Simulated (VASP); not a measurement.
# Be3AgS4 (Im-3m) in VASP: further runs, part 2 of 2

VASP 6.6.1. Earlier steps stand in the parts before.

### 5 Single point, PBE

This run uses another cell than the first one, of 14.37 Å³/atom, 0.997 times its volume.

Input file INCAR:

```
PREC = Accurate
ENCUT = 520
EDIFF = 1E-6
ISMEAR = 0
SIGMA = 0.1
LREAL = F
LASPH = T
NELM = 60
ALGO = Normal
ISIF = 2
LWAVE = F
LCHARG = T
GGA = PE
LELF = T
LVHAR = T
NBANDS = 30
```

Input file KPOINTS:

```
Automatic mesh
0
Gamma
  10 10 10
```

Input file POSCAR:

```
Be3AgS4
1.0
   -3.0629294684      3.0629294684      3.0629294684
    3.0629294684     -3.0629294684      3.0629294684
    3.0629294684      3.0629294684     -3.0629294684
Be Ag S
3 1 4
Direct
    0.0000000000      0.5000000000      0.5000000000
    0.5000000000      0.0000000000      0.5000000000
    0.5000000000      0.5000000000      0.0000000000
    0.0000000000      0.0000000000      0.0000000000
    0.5000000000      0.5000000000      0.5000000000
    0.0000000000      0.0000000000      0.5000000000
    0.0000000000      0.5000000000      0.0000000000
    0.5000000000      0.0000000000      0.0000000000
```

Potentials or basis: VASP PAW PBE potentials, release 64 (Be, Ag, S).

Started as:

```console
> cat potpaw_PBE.64/Be/POTCAR potpaw_PBE.64/Ag/POTCAR potpaw_PBE.64/S/POTCAR > POTCAR
> mpirun -np 1 vasp_std > vasp.out
```

OUTCAR:

```text
PREC = Accurate
   ENCUT = 520
   EDIFF = 1E-6
   ISMEAR = 0
   LREAL = F
   LASPH = T
   NELM = 60
   ISIF = 2
   GGA = PE

 ion  position               nearest neighbor table
   1  0.000  0.500  0.500-
   2  0.500  0.000  0.500-
   3  0.500  0.500  0.000-
   4  0.000  0.000  0.000-   5 2.65   6 2.65   7 2.65   8 2.65   6 2.65   7 2.65   8 2.65   5 2.65

   5  0.500  0.500  0.500-   4 2.65   4 2.65
   6  0.000  0.000  0.500-   4 2.65   4 2.65
   7  0.000  0.500  0.000-   4 2.65   4 2.65
   8  0.500  0.000  0.000-   4 2.65   4 2.65

  LATTYP: Found a body centered cubic cell.
 ALAT       =     6.1258589368

  Lattice vectors:

 A1 = (  -3.0629294684,   3.0629294684,   3.0629294684)
 A2 = (   3.0629294684,  -3.0629294684,   3.0629294684)
 A3 = (   3.0629294684,   3.0629294684,  -3.0629294684)

Analysis of symmetry for initial positions (statically):
=====================================================================
 Subroutine PRICEL returns:
 Original cell was already a primitive cell.

 Routine SETGRP: Setting up the symmetry group for a
[... 186 lines left out ...]

 k-point     1 :       0.0000    0.0000    0.0000
  band No.  band energies     occupation
      1      -8.0641      2.00000
      2      -5.2513      2.00000
      3      -5.2513      2.00000
      4      -5.2513      2.00000
      5       1.0519      2.00000
      6       1.0519      2.00000
[... 781 lines left out ...]
     29      12.8032      0.00000
     30      12.8451      0.00000

 [... further k-points ...]

------------------------ aborting loop because EDIFF is reached ----------------------------------------

  FORCE on cell =-STRESS in cart. coord.  units (eV):
  Direction    XX          YY          ZZ          XY          YZ          ZX
  --------------------------------------------------------------------------------------
  -------------------------------------------------------------------------------------
  Total       -0.0706119     -0.0706119     -0.0706119      0.0000000      0.0000000      0.0000000
  in kB       -0.9842771     -0.9842771     -0.9842771      0.0000000      0.0000000      0.0000000
  external PRESSURE =      -0.9842771 kB  Pullay stress =       0.0000000 kB

 VOLUME and BASIS-vectors are now :
 -----------------------------------------------------------------------------
  energy-cutoff  :      520.00
  volume of cell :      114.94
      direct lattice vectors                 reciprocal lattice vectors
    -3.062929468  3.062929468  3.062929468     0.000000000  0.163242414  0.163242414
     3.062929468 -3.062929468  3.062929468     0.163242414  0.000000000  0.163242414
     3.062929468  3.062929468 -3.062929468     0.163242414  0.163242414  0.000000000

 POSITION                                       TOTAL-FORCE (eV/Angst)
 -----------------------------------------------------------------------------------
      3.06293      0.00000      0.00000        -0.000000     -0.000000      0.000000
      0.00000      3.06293      0.00000         0.000000     -0.000000      0.000000
      0.00000      0.00000      3.06293         0.000000      0.000000     -0.000000
      0.00000      0.00000      0.00000         0.000000     -0.000000      0.000000
      1.53146      1.53146      1.53146        -0.000000      0.000000      0.000000
      1.53146      1.53146     -1.53146         0.000000     -0.000000     -0.000000
      1.53146     -1.53146      1.53146        -0.000000      0.000000     -0.000000
     -1.53146      1.53146      1.53146         0.000000      0.000000      0.000000
 -----------------------------------------------------------------------------------
    total drift:                                0.000000     -0.000000      0.000000

  FREE ENERGIE OF THE ION-ELECTRON SYSTEM (eV)
  ---------------------------------------------------
  free  energy   TOTEN  =       -26.2736937525 eV

  energy  without entropy=      -26.2553285966  energy(sigma->0) =      -26.26451117
```

OSZICAR:

```text
N       E                     dE             d eps       ncg     rms          rms(c)
DAV:   1     0.196143320583E+03    0.19614E+03   -0.17864E+04  2836   0.120E+03
DAV:   2    -0.102794989380E+02   -0.20642E+03   -0.19568E+03  3278   0.235E+02
DAV:   3    -0.275972936958E+02   -0.17318E+02   -0.16815E+02  3736   0.701E+01
DAV:   4    -0.279745488087E+02   -0.37726E+00   -0.37559E+00  3468   0.115E+01
DAV:   5    -0.279845149315E+02   -0.99661E-02   -0.99598E-02  3646   0.180E+00    0.182E+01
DAV:   6    -0.266290996324E+02    0.13554E+01   -0.16433E+01  3090   0.342E+01    0.180E+01
DAV:   7    -0.263007083260E+02    0.32839E+00   -0.24145E+00  3294   0.150E+01    0.854E+00
DAV:   8    -0.262868859550E+02    0.13822E-01   -0.51721E-01  3348   0.630E+00    0.281E+00
DAV:   9    -0.262735031899E+02    0.13383E-01   -0.11037E-01  3302   0.330E+00    0.494E-01
DAV:  10    -0.262736991455E+02   -0.19596E-03   -0.56749E-03  3554   0.381E-01    0.236E-01
DAV:  11    -0.262737017107E+02   -0.25652E-05   -0.23703E-04  3380   0.136E-01    0.867E-02
DAV:  12    -0.262736942259E+02    0.74848E-05   -0.47535E-05  3378   0.556E-02    0.173E-02
DAV:  13    -0.262736937525E+02    0.47338E-06   -0.36025E-06  3032   0.166E-02
   1 F= -.26273694E+02 E0= -.26264511E+02  d E =-.183652E-01
```

Run time: 90 s. Hardware: 1 thread of AMD EPYC 9R45 (Zen 5), shared host; peak memory 0.29 GiB.

Results:

| Quantity | Value |
| --- | --- |
| Free energy | -26.2737 eV |
| Pressure | -0.1 GPa |

### 6 Relaxation of cell and atoms, PBE

Input file INCAR:

```
SYSTEM = Be3AgS4
PREC = Accurate ; ENCUT = 600
EDIFF = 1E-6 ; ISMEAR = 0
SIGMA = 0.1 ; LREAL = .FALSE.
LASPH = .TRUE. ; NELM = 60
ALGO = Normal ; ISIF = 3
LWAVE = .FALSE. ; LCHARG = .FALSE.
GGA = PE ; IBRION = 2
NSW = 100 ; EDIFFG = -0.01
```

Input file KPOINTS:

```
regular mesh
0
G
  10 10 10
  0 0 0
```

POSCAR: that of step 5 with these lines changed.

```diff
@@ -2,5 +2,5 @@
 1.0
-   -3.0629294684      3.0629294684      3.0629294684
-    3.0629294684     -3.0629294684      3.0629294684
-    3.0629294684      3.0629294684     -3.0629294684
+   -3.0655808007      3.0655808007      3.0655808007
+    3.0655808007     -3.0655808007      3.0655808007
+    3.0655808007      3.0655808007     -3.0655808007
 Be Ag S
```

Potentials or basis: VASP PAW PBE potentials, release 64 (Be, Ag, S).

Started as:

```console
> cat potpaw_PBE.64/Be/POTCAR potpaw_PBE.64/Ag/POTCAR potpaw_PBE.64/S/POTCAR > POTCAR
> mpirun -np 1 vasp_std > vasp.out
```

Wall time 2.5 min (1 thread of AMD EPYC 9R45 (Zen 5), shared host); peak memory 0.34 GiB.

Results (log left out):

| Property | Result |
| --- | --- |
| Free energy | -26.2747 eV |
| Relaxed volume | 14.35 Å³/atom |
| Relaxed cell | a = 5.303 Å, b = 5.303 Å, c = 5.303 Å, α = 109.47°, β = 109.47°, γ = 109.47° |
| Space group after relaxing (to 0.05 Å) | Im-3m (No. 229) |
| Energy gained by relaxing | 0.1 meV/atom |
| Ionic steps | 2 |
| Pressure after relaxing | 0.0 GPa |

Step by step:
| step | energy change (eV) | largest force (eV/Å) | pressure (GPa) | volume (Å³) |
| --- | --- | --- | --- | --- |
| 1 | 0.0000 | 0.0000 | -0.29 | 115.24 |
| 2 | -0.0004 | 0.0000 | 0.03 | 114.80 |

Final structure:
```xyz
8
Lattice="-3.0617 3.0617 3.0617 3.0617 -3.0617 3.0617 3.0617 3.0617 -3.0617" Properties=species:S:1:pos:R:3 pbc="T T T"
Be    3.0617    0.0000    0.0000
Be    3.0617    0.0000    3.0617
Be    3.0617    3.0617    0.0000
Ag    6.1234    0.0000    0.0000
S     1.5308    1.5308    1.5308
S     1.5308    1.5308    4.5925
S     4.5925    1.5308   -1.5308
S    -1.5308    1.5308    1.5308
```

Levels at points of the mesh, in eV from the Fermi level:
| k point | band 17 | band 18 | band 19 | band 20 | band 21 | band 22 | band 23 | band 24 | band 25 |
| --- | --- | --- | --- | --- | --- | --- | --- | --- | --- |
| (0.00, 0.00, 0.00) | -1.60 | -1.60 | -1.08 | -1.08 | -0.80 | 0.28 | 0.63 | 0.63 | 1.27 |
| (0.50, 0.00, 0.00) | -3.32 | -2.58 | -1.38 | -0.51 | 0.30 | 1.52 | 1.98 | 2.23 | 2.29 |
| (0.50, 0.50, 0.50) | -0.19 | -0.19 | 0.16 | 0.16 | 0.16 | 0.77 | 0.77 | 0.77 | 3.11 |

### 7 Summary

| task | cell | k mesh | cutoff (eV) | gap on the mesh (eV) | pressure (GPa) | relaxed volume (Å³/atom) |
| --- | --- | --- | --- | --- | --- | --- |
| single point | a = 5.310 Å, angles 109.5°, 8 atoms | 4 × 4 × 4 | 520 | none | -0.4 | - |
| single point | a = 5.549 Å, angles 109.5°, 8 atoms | 4 × 4 × 4 | 520 | none | -8.9 | - |
| relaxation of cell and atoms | relaxed from a = 5.549 Å, angles 109.5°, 8 atoms | 4 × 4 × 4 | 600 | none | -0.1 | 14.36 |
| single point | a = 5.305 Å, angles 109.5°, 8 atoms | 10 × 10 × 10 | 520 | none | -0.1 | - |
| relaxation of cell and atoms | relaxed from a = 5.310 Å, angles 109.5°, 8 atoms | 10 × 10 × 10 | 600 | none | 0.0 | 14.35 |

Alike in all rows: level PBE; potentials or basis VASP PAW PBE potentials, release 64 (Be, Ag, S); no spin polarisation; smearing gaussian 0.1 eV.

Caveats: some runs use coarse meshes.

Total energies depend on the potentials used, so only differences within one code and one set of settings carry meaning.
